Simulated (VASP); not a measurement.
Set up this calculation in VASP 6.6.1, as the native input.

```yaml
Task: single point
Functional: PBE
Potentials_or_basis: VASP PAW PBE potentials, release 64 (Hf_pv, B)
Cutoff: 520 eV
k_mesh: 12 × 12 × 10
Occupations: gaussian, width 0.1 eV
Spin: no spin polarisation
Dipole_correction: no
Further_INCAR_settings: ALGO = Normal; EDIFF = 1e-06; NBANDS = 21
```

The structure of HfB lies in POSCAR:

```
HfB
1.0
    2.3806448299      2.3806448299      0.0000000000
   -2.3806448299      2.3806448299      0.0000000000
    0.0000000000      0.0000000000      4.8773007785
Hf B
2 2
Direct
    0.5000000000      0.5000000000      0.0000000000
    0.0000000000      0.0000000000      0.5000000000
    0.0000000000      0.0000000000      0.0000000000
    0.5000000000      0.5000000000      0.5000000000
```

This cell differs from its parent crystal: biaxial strain in the a-b plane: -1.5 %.

The input as run:

INCAR

```
  PREC = Accurate
  ENCUT = 520
  EDIFF = 1E-6
  ISMEAR = 0
  SIGMA = 0.1
  LREAL = F
  LASPH = T
  NELM = 80
  ALGO = Normal
  ISIF = 2
  LWAVE = F
  LCHARG = F
  GGA = PE
  NBANDS = 21
```

KPOINTS

```
Automatic mesh
0
Gamma
  12 12 10
```

Potentials or basis: VASP PAW PBE potentials, release 64 (Hf_pv, B).

Command:

```sh
$ cat potpaw_PBE.64/Hf_pv/POTCAR potpaw_PBE.64/B/POTCAR > POTCAR
$ mpirun -np 1 vasp_std > vasp.out
```

Results of the run:

The pressure is 4.1 GPa. The band gap on the k mesh is zero (band 13 reaches 6.53 eV, above the bottom of band 14 at 3.26 eV).

Caveat: the cell differs from its parent crystal (biaxial strain in the a-b plane: -1.5 %); spin-orbit coupling is left out, which moves the levels of the heavy elements.

It took 52 s on 1 thread of Intel(R) Xeon(R) 6975P-C (Granite Rapids) (shared host), peak memory 0.3 GiB.
